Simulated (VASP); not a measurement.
Input of a VASP 6.6.1 run:

Contents of INCAR:

```
SYSTEM = WS2
  PREC = Accurate
  ENCUT = 500
  EDIFF = 1E-6
  ISMEAR = 1
  SIGMA = 0.1
  LREAL = .False.
  LASPH = .True.
  NELM = 120
  ALGO = Normal
  ISIF = 2
  LWAVE = .False.
  LCHARG = .True.
  LELF = .True.
  LVHAR = .True.
  NBANDS = 20
  GGA_COMPAT = .False.
```

KPOINTS

```
regular mesh
0
Gamma
  6 6 1
  0 0 0
```

The input POSCAR:

```
WS2
1.0
    3.1835200000      0.0000000000      0.0000000000
   -1.5917600000      2.7570100000      0.0000000000
    0.0000000000      0.0000000000     16.9505800000
W S
1 2
Direct
    0.3452845194      0.6551465264     -0.0009905966
    0.6733888434      0.3145005803      0.9085993535
    0.6866524262      0.3260654149      0.0905660282
```

Potentials or basis: VASP PAW LDA potentials, release 64 (W_sv, S).

Launch:

```sh
$ cat potpaw_LDA.64/W_sv/POTCAR potpaw_LDA.64/S/POTCAR > POTCAR
$ mpirun -np 1 vasp_std > vasp.out
```

Question: What does it give for the largest force?

Answer: 0.364 eV/Å.

Question: Estimate the band gap on the k mesh.

Answer: 1.66 eV, indirect (least direct gap 1.74 eV).

Forces in eV/Å, atoms in the order of the input:
```
W    0.150 -0.101  0.316
S    0.046  0.217 -0.152
S   -0.196 -0.115 -0.164
```

Caveat: spin-orbit coupling is left out, which moves the levels of the heavy elements.
